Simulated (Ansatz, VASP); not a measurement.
# One calculation of Se, two programs

The input INCAR:

```
SYSTEM = Se
PREC = Accurate ; ENCUT = 600
EDIFF = 1E-6 ; ISMEAR = 0
SIGMA = 0.1 ; LREAL = .FALSE.
LASPH = .TRUE. ; NELM = 60
ALGO = Normal ; ISIF = 3
LWAVE = .FALSE. ; LCHARG = .FALSE.
GGA = PE ; IBRION = 2
NSW = 90 ; EDIFFG = -0.04
```

The input KPOINTS:

```
Automatic mesh
0
G
  6 6 2
  0 0 0
```

POSCAR

```
Se
1.0
    3.7523922065      0.0000000000      0.0000000000
   -1.8761961033      3.2496669758      0.0000000000
    0.0000000000      0.0000000000      9.6337302522
Se
4
Direct
    0.3333333333      0.6666666667      0.1610000000
    0.6666666667      0.3333333333      0.6610000000
    0.3333333333      0.6666666667      0.3390000000
    0.6666666667      0.3333333333      0.8390000000
```

Input for Ansatz:

```yaml
crystal:
  lattice:
    - [3.7523922065, 0.0, 0.0]
    - [-1.8761961033, 3.2496669758, 0.0]
    - [0.0, 0.0, 9.6337302522]
  atoms:
    - { symbol: Se, position: [0.3333333333, 0.6666666667, 0.161] }
    - { symbol: Se, position: [0.6666666667, 0.3333333333, 0.661] }
    - { symbol: Se, position: [0.3333333333, 0.6666666667, 0.339] }
    - { symbol: Se, position: [0.6666666667, 0.3333333333, 0.839] }
basis:
  ecutwfc: 420
kpoints:
  mp_grid: { grid: [6, 6, 2] }
hamiltonian:
  xc: pbe
scf:
  occupations: { method: gaussian, width: 0.1 }
  lower_state_search: "off"
output:
  forces: true
  stress: true
  eigenvalues: true
relax:
  adjacent_minimum: "off"
  f_tol: 0.04
  max_steps: 70
  cell: { stress_tol: 0.4 }
```

Alike in both runs: task relaxation of cell and atoms; functional PBE; k mesh 6 × 6 × 2; occupations gaussian, width 0.1 eV; no spin polarisation.

|  | VASP | Ansatz |
| --- | --- | --- |
| version | VASP 6.6.1 | Ansatz 0.2.0 |
| potentials or method | VASP PAW PBE potentials, release 64 (Se), cutoff 600 eV | scalar-relativistic, plane waves, PAW |
| valence electrons in the cell | 24 | 64 |

```csv
,VASP,Ansatz,Ansatz less VASP
"gap on the k mesh at the Fermi level, each at its own relaxed structure (eV)",none,none,-
relaxed volume (Å³/atom),35.40,27.35,-8.054
relaxed length of the cell vector where the two differ most in proportion (Å),14.218,10.513,-3.7050
```

A gap of «none» marks a metal or a gap that the smearing closes. One of these differences is far larger than is usual between the two programs; its cause wasn't traced. VASP's potentials hold 24 valence electrons a cell and Ansatz's 64, so a difference there can come from the potentials and not from the codes.

Noted on VASP's run: the volume moved by over 15 % at a fixed basis, so the end points are rough.
